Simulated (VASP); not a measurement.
Br:

```xyz
2
Lattice="0.0000 3.2400 3.2400 3.2400 0.0000 3.2400 3.2400 3.2400 0.0000" Properties=species:S:1:pos:R:3 pbc="T T T"
Br    6.4800    6.4800    6.4800
Br    1.6200    1.6200    1.6200
```

```yaml
Program: VASP 6.6.1
Task: relaxation of cell and atoms
Functional: PBE
Potentials_or_basis: VASP PAW PBE potentials, release 64 (Br)
Cutoff: 500 eV
k_mesh: 11 × 11 × 11
Occupations: fermi-dirac, width 0.02 eV
Spin: no spin polarisation
```

At the start: pressure 6.3 GPa; volume 34.01 Å³/atom.

Problem. Where does the relaxation end?

Solution. Over 4 steps the energy falls by 137.7 meV/atom and the volume is 42.77 Å³/atom (+25.7 %); space group Fd-3m (No. 227, to 0.1 Å) before and after.

The path:
```
step  energy change (eV)  largest force (eV/Å)  pressure (GPa)  volume (Å³)
   1              0.0000                0.0000            6.28        68.02
   2             -0.2679                0.0000            0.73        82.02
   3             -0.2749                0.0000           -0.17        86.42
   4             -0.2754                0.0000           -0.01        85.54
```

Final structure:
```
Br
1.0
     0.00000    3.49712    3.49712
     3.49712    0.00000    3.49712
     3.49712    3.49712    0.00000
Br
2
Cartesian
  0.0000 0.0000 0.0000
  1.7486 1.7486 1.7486
```

Caveat: the volume moved by over 15 % at a fixed basis, so the end points are rough.
